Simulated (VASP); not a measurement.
# Tc (P6_3/mmc) in VASP: a series of runs

Tc is run at these levels: PBEsol; tasks: single point.

All numbers are computed with VASP 6.6.1; they aren't measurements. Logs are shortened: lines on timing, memory, paths and dates and some standing lists are left out, and cuts for length are marked.

**1. The cell of the first run**

Symmetry: P6_3/mmc, No. 194, hexagonal system. The conventional cell has a = 2.693 Å, b = 2.693 Å, c = 8.621 Å, α = 90.00°, β = 90.00°, γ = 120.00°. Tc (site symmetry -3m) has 12 Tc at 2.66 to 2.69 Å within 3.5 Å. Within 3.5 Å of Tc (site symmetry -6m2) lie 12 Tc at 2.66 to 2.69 Å.

**2. Single point, PBEsol**

Contents of INCAR:

```
SYSTEM = Tc
PREC = Accurate
ENCUT = 520
EDIFF = 1E-6
ISMEAR = -1
SIGMA = 0.1
LREAL = .FALSE.
LASPH = .TRUE.
NELM = 60
ALGO = Normal
ISIF = 2
LWAVE = .FALSE.
LCHARG = .FALSE.
GGA = PS
NBANDS = 34
```

Contents of KPOINTS:

```
regular mesh
0
G
  10 10 3
  0 0 0
```

Contents of POSCAR:

```
Tc
1.0
    2.6929165680      0.0000000000      0.0000000000
   -1.3464582889      2.3321341571      0.0000000000
    0.0000000000      0.0000000000      8.6210170003
Tc
4
Direct
    0.0000000000      0.0000000000      0.0000000000
    0.3333333333      0.6666666667      0.2500000000
    0.0000000000      0.0000000000      0.5000000000
    0.6666666667      0.3333333333      0.7500000000
```

Potentials or basis: VASP PAW PBE potentials, release 64 (Tc_pv).

On the command line:

```
$ cat potpaw_PBE.64/Tc_pv/POTCAR > POTCAR
$ mpirun -np 1 vasp_std > vasp.out
```

OUTCAR:

```text
SYSTEM = Tc
   PREC = Accurate
   ENCUT = 520
   EDIFF = 1E-6
   ISMEAR = -1
   LREAL = .FALSE.
   LASPH = .TRUE.
   NELM = 60
   ISIF = 2
   GGA = PS

 ion  position               nearest neighbor table
   1  0.000  0.000  0.000-   4 2.66   2 2.66   4 2.66   2 2.66   2 2.66   4 2.66
   2  0.333  0.667  0.250-   1 2.66   3 2.66   1 2.66   3 2.66   1 2.66   3 2.66
   3  0.000  0.000  0.500-   4 2.66   2 2.66   4 2.66   2 2.66   2 2.66   4 2.66
   4  0.667  0.333  0.750-   1 2.66   3 2.66   1 2.66   3 2.66   1 2.66   3 2.66

  LATTYP: Found a hexagonal cell.
 ALAT       =     2.6929165680
 C/A-ratio  =     3.2013680270

  Lattice vectors:

 A1 = (   2.6929165680,   0.0000000000,   0.0000000000)
 A2 = (  -1.3464582889,   2.3321341571,   0.0000000000)
 A3 = (   0.0000000000,   0.0000000000,   8.6210170003)

Analysis of symmetry for initial positions (statically):
=====================================================================
 Subroutine PRICEL returns:
 Original cell was already a primitive cell.

 Routine SETGRP: Setting up the symmetry group for a
 hexagonal supercell.

 Subroutine GETGRP returns: Found 24 space group operations
 (whereof 12 operations were pure point group operations)
 out of a pool of 24 trial point group operations.

The static configuration has the point symmetry D_3d.
 The point group associated with its full space group is D_6h.

Analysis of symmetry for dynamics (positions and initial velocities):
=====================================================================
 Subroutine PRICEL returns:
 Original cell was already a primitive cell.

 Routine SETGRP: Setting up the symmetry group for a
 hexagonal supercell.

 Subroutine GETGRP returns: Found 24 space group operations
 (whereof 12 operations were pure point group operations)
 out of a pool of 24 trial point group operations.

The dynamic configuration has the point symmetry D_3d.
 The point group associated with its full space group is D_6h.

 Subroutine INISYM returns: Found 24 space group operations
 (whereof 12 operations are pure point group operations),
 and found     1 'primitive' translations

----------------------------------------------------------------------------------------

                                     Primitive cell

  volume of cell :      54.1421

  direct lattice vectors                    reciprocal lattice vectors
     2.692916568  0.000000000  0.000000000     0.371344590  0.214395900  0.000000000
    -1.346458289  2.332134157  0.000000000     0.000000000  0.428791799  0.000000000
     0.000000000  0.000000000  8.621017000     0.000000000  0.000000000  0.115995595

  length of vectors
     2.692916568  2.692916570  8.621017000     0.428791799  0.428791799  0.115995595

  position of ions in fractional coordinates (direct lattice)
     0.000000000  0.000000000  0.000000000
     0.333333333  0.666666667  0.250000000
     0.000000000  0.000000000  0.500000000
     0.666666667  0.333333333  0.750000000

  ion indices of the primitive-cell ions
   primitive index   ion index
                 1           1
                 2           2
                 3           3
                 4           4

----------------------------------------------------------------------------------------

 KPOINTS: regular mesh

Automatic generation of k-mesh.
 Grid dimensions read from file:
 generate k-points for:   10   10    3

 Generating k-lattice:

  Cartesian coordinates                     Fractional coordinates (reciprocal lattice)
     0.037134459  0.021439590  0.000000000     0.100000000  0.000000000  0.000000000
     0.000000000  0.042879180  0.000000000     0.000000000  0.100000000  0.000000000
     0.000000000  0.000000000  0.038665198     0.000000000  0.000000000  0.333333333

  Length of vectors
     0.042879180  0.042879180  0.038665198

  Shift w.r.t. Gamma in fractional coordinates (k-lattice)
     0.000000000  0.000000000  0.000000000

 Subroutine IBZKPT returns following result:
 ===========================================

 Found     28 irreducible k-points:

 Following reciprocal coordinates:
            Coordinates               Weight
  0.000000  0.000000  0.000000      1.000000
  0.100000  0.000000  0.000000      6.000000
  0.200000  0.000000  0.000000      6.000000
  0.300000 -0.000000  0.000000      6.000000
  0.400000 -0.000000  0.000000      6.000000
  0.500000  0.000000  0.000000      3.000000
[... 16 lines left out ...]
  0.300000  0.100000  0.333333     24.000000
  0.400000  0.100000  0.333333     24.000000
 [... further k-points ...]
   k-points           NKPTS =     28   k-points in BZ     NKDIM =     28   number of bands    NBANDS=     34
   number of dos      NEDOS =    301   number of ions     NIONS =      4
   total plane-waves  NPLWV =  25600
   dimension x,y,z NGX =    20 NGY =   20 NGZ =   64
   dimension x,y,z NGXF=    40 NGYF=   40 NGZF=  128
   ions per type =               4
   NGX,Y,Z   is equivalent  to a cutoff of  12.35, 12.35, 12.34 a.u.
   NGXF,Y,Z  is equivalent  to a cutoff of  24.69, 24.69, 24.68 a.u.
 SYSTEM =  Tc
   PREC   = accura    normal or accurate (medium, high low for compatibility)
   ISTART =      0    job   : 0-new  1-cont  2-samecut
   ICHARG =      2    charge: 1-file 2-atom 10-const
   ISPIN  =      1    spin polarized calculation?
   LNONCOLLINEAR =      F non collinear calculations
   LSORBIT =      F    spin-orbit coupling
   LASPH  =      T    aspherical Exc in radial PAW
   ENCUT  =  520.0 eV  38.22 Ry    6.18 a.u.   5.01  5.01 16.03*2*pi/ulx,y,z
   NELM   =     60;   NELMIN=  2; NELMDL= -5     # of ELM steps
   EDIFF  = 0.1E-05   stopping-criterion for ELM
   LREAL  =      F    real-space projection
   EDIFFG = 0.1E-04   stopping-criterion for IOM
   NSW    =      0    number of steps for IOM
   IBRION =     -1    ionic relax: 0-MD 1-quasi-New 2-CG
   NFREE  =      0    steps in history (QN), initial steepest desc. (CG)
   ISIF   =      2    stress and relaxation
   ISYM   =      2    0-nonsym 1-usesym 2-fastsym
   POTIM  = 0.5000    time-step for ionic-motion
   TEBEG  =    0.0;   TEEND  =   0.0 temperature during run
   PSTRESS=    0.0 pullay stress
   NELECT =      52.0000    total number of electrons
   NUPDOWN=      -1.0000    fix difference up-down
   EMIN   =  10.00;   EMAX   =-10.00  energy-range for DOS
   EFERMI =   0.00;   METHOD = LEGACY
   ISMEAR =    -1;   SIGMA  =   0.10  broadening in eV -4-tet -1-fermi 0-gaus
   EFERMI_NEDOS =   21; number of points for ismear=-14 and -15
   IALGO  =     38    algorithm
   IMIX   =      4    mixing-type and parameters
     AMIX     =   0.40;   BMIX     =  1.00
     AMIX_MAG =   1.60;   BMIX_MAG =  1.00
  volume/ion in A,a.u.               =      13.54        91.34
  Fermi-wavevector in a.u.,A,eV,Ry     =   1.615217  3.052318 35.496608  2.608927
  Thomas-Fermi vector in A             =   2.710001
   LORBIT       =      0    0 simple, 1 ext, 2 COOP (PROOUT), +10 PAW based schemes
   GGA     = PS    functional components
   LHFCALC =     F    Hartree Fock is set to
   AEXX    =    0.0000 exact exchange contribution
   IVDW    =     0    specifies the selected vdW correction
   LEPSILON=     F    determine dielectric tensor
   LRPA    =     F    only Hartree local field effects (RPA)
 non-spin polarized calculation
  energy-cutoff  :      520.00
  volume of cell :       54.14
 maximum number of plane-waves:      1477
 NGX is ok and might be reduce to    20
   NGX =  9   NGY =  9   NGZ = 33

 number of electron      52.0000006 magnetization

 Free energy of the ion-electron system (eV)
  ---------------------------------------------------
  ext. energy  EPLUGINS =         0.00000000
  ---------------------------------------------------
  free energy    TOTEN  =       -45.03398527 eV

  energy without entropy =      -44.91847146  energy(sigma->0) =      -44.97622836

 E-fermi :  13.5474     XC(G=0): -14.2741

 val. band max:       13.5466933099   @ k =   0.2000   0.1000   0.3333
 cond. band min:      13.5898428162   @ k =   0.4000  -0.0000   0.0000
 fundamental gap:      0.0431495063
 Fermi energy:        13.5473712922

 k-point     1 :       0.0000    0.0000    0.0000
  band No.  band energies     occupation
      1     -26.1013      2.00000
      2     -25.3776      2.00000
      3     -25.2757      2.00000
      4     -24.7477      2.00000
      5     -24.7477      2.00000
      6     -24.6469      2.00000
[... 26 lines left out ...]
     33      15.5606      0.00000
     34      15.5606      0.00000

 k-point     2 :       0.1000    0.0000    0.0000
  band No.  band energies     occupation
      1     -26.0532      2.00000
      2     -25.3931      2.00000
      3     -25.2989      2.00000
      4     -24.8550      2.00000
      5     -24.7833      2.00000
      6     -24.7214      2.00000
[... 26 lines left out ...]
     33      15.5036      0.00000
     34      15.7472      0.00000

 k-point     3 :       0.2000    0.0000    0.0000
  band No.  band energies     occupation
      1     -25.9198      2.00000
      2     -25.4741      2.00000
      3     -25.4205      2.00000
      4     -25.1169      2.00000
      5     -24.9655      2.00000
      6     -24.8720      2.00000
[... 26 lines left out ...]
     33      16.1958      0.00000
     34      16.3110      0.00000
[... 704 lines left out ...]
 k-point    23 :       0.3000    0.1000    0.3333
  band No.  band energies     occupation
      1     -25.8161      2.00000
      2     -25.7259      2.00000
      3     -25.7005      2.00000
      4     -25.5667      2.00000
      5     -25.3149      2.00000
      6     -25.1298      2.00000
[... 26 lines left out ...]
     33      16.9734      0.00000
     34      17.1510      0.00000

 k-point    24 :       0.4000    0.1000    0.3333
  band No.  band energies     occupation
      1     -25.9253      2.00000
      2     -25.8948      2.00000
      3     -25.7771      2.00000
      4     -25.7349      2.00000
      5     -25.2337      2.00000
      6     -25.1631      2.00000
[... 26 lines left out ...]
     33      18.5345      0.00000
     34      18.9589      0.00000

 [... further k-points ...]

------------------------ aborting loop because EDIFF is reached ----------------------------------------

  FORCE on cell =-STRESS in cart. coord.  units (eV):
  Direction    XX          YY          ZZ          XY          YZ          ZX
  --------------------------------------------------------------------------------------
  -------------------------------------------------------------------------------------
  Total        3.8588750      3.8588750      4.2361440     -0.0000000      0.0000000     -0.0000000
  in kB      114.1921794    114.1921793    125.3563587     -0.0000002      0.0000000     -0.0000000
  external PRESSURE =     117.9135725 kB  Pullay stress =       0.0000000 kB

 VOLUME and BASIS-vectors are now :
 -----------------------------------------------------------------------------
  energy-cutoff  :      520.00
  volume of cell :       54.14
      direct lattice vectors                 reciprocal lattice vectors
     2.692916568  0.000000000  0.000000000     0.371344590  0.214395900  0.000000000
    -1.346458289  2.332134157  0.000000000     0.000000000  0.428791799  0.000000000
     0.000000000  0.000000000  8.621017000     0.000000000  0.000000000  0.115995595

 POSITION                                       TOTAL-FORCE (eV/Angst)
 -----------------------------------------------------------------------------------
      0.00000      0.00000      0.00000         0.000000      0.000000      0.000000
     -0.00000      1.55476      2.15525        -0.000000      0.000000     -0.000000
      0.00000      0.00000      4.31051         0.000000      0.000000      0.000000
      1.34646      0.77738      6.46576         0.000000      0.000000      0.000000
 -----------------------------------------------------------------------------------
    total drift:                                0.000000     -0.000000      0.000000

  FREE ENERGIE OF THE ION-ELECTRON SYSTEM (eV)
  ---------------------------------------------------
  free  energy   TOTEN  =       -45.0339852672 eV

  energy  without entropy=      -44.9184714624  energy(sigma->0) =      -44.97622836
```

It took 43 s on 1 thread of Intel Xeon Platinum 8259CL at 2.50GHz (Skylake/Cascade Lake), shared host; peak memory 0.18 GiB.

Results:

- Free energy: -45.0340 eV
- Pressure: 11.8 GPa
- Band gap on the k mesh: zero (band 26 reaches 15.75 eV, above the bottom of band 27 at 12.31 eV)

Levels at points of the mesh, in eV from the Fermi level:
```tsv
k point	band 22	band 23	band 24	band 25	band 26	band 27	band 28	band 29	band 30	band 31
(0.00, 0.00, 0.00)	-2.01	-1.64	-1.37	-1.37	-1.24	-1.24	0.29	0.29	1.06	1.06
(0.50, 0.00, 0.00)	-1.53	-0.63	0.05	0.06	2.20	3.16	3.20	3.31	3.36	3.37
```

Caveat: the PAW data sets were made with another functional, which shifts forces and pressure a little.

**3. Single point, PBEsol**

This run uses another cell than the first one, of 13.96 Å³/atom, 1.032 times its volume.

Contents of INCAR:

```
PREC = Accurate ; ENCUT = 520
EDIFF = 1E-6 ; ISMEAR = -1
SIGMA = 0.1 ; LREAL = F
LASPH = T ; NELM = 60
ALGO = Normal ; ISIF = 2
LWAVE = F ; LCHARG = F
GGA = PS ; NBANDS = 34
```

Contents of KPOINTS:

```
Automatic mesh
0
Gamma
  10 10 3
```

Contents of POSCAR:

```
Tc
1.0
    2.7209698012      0.0000000000      0.0000000000
   -1.3604849056      2.3564289696      0.0000000000
    0.0000000000      0.0000000000      8.7108257240
Tc
4
Direct
    0.0000000000      0.0000000000      0.0000000000
    0.3333333333      0.6666666667      0.2500000000
    0.0000000000      0.0000000000      0.5000000000
    0.6666666667      0.3333333333      0.7500000000
```

Potentials or basis: VASP PAW PBE potentials, release 64 (Tc_pv).

On the command line:

```
$ cat potpaw_PBE.64/Tc_pv/POTCAR > POTCAR
$ mpirun -np 1 vasp_std > vasp.out
```

It took 55 s on 1 thread of Intel Xeon Platinum 8259CL at 2.50GHz (Skylake/Cascade Lake), shared host; peak memory 0.18 GiB.

The run converged. Its results:

```yaml
Free_energy: -45.1017 eV
Pressure: 0.8 GPa
Band_gap_on_the_k_mesh: zero (band 26 reaches 15.08 eV, above the bottom of band 27 at 11.82 eV)
```

Stress tensor (GPa, compression positive):
```
0.44 0.00 0.00
0.00 0.44 0.00
0.00 0.00 1.36
```

Levels at points of the mesh, in eV from the Fermi level:
```csv
k point,band 24,band 25,band 26,band 27,band 28,band 29
"(0.00, 0.00, 0.00)",-1.31,-1.31,-1.18,-1.18,0.28,0.28
"(0.50, 0.00, 0.00)",0.06,0.07,2.09,3.01,3.05,3.16
```

Caveat: the PAW data sets were made with another functional, which shifts forces and pressure a little.

[end of part 1 of 2]
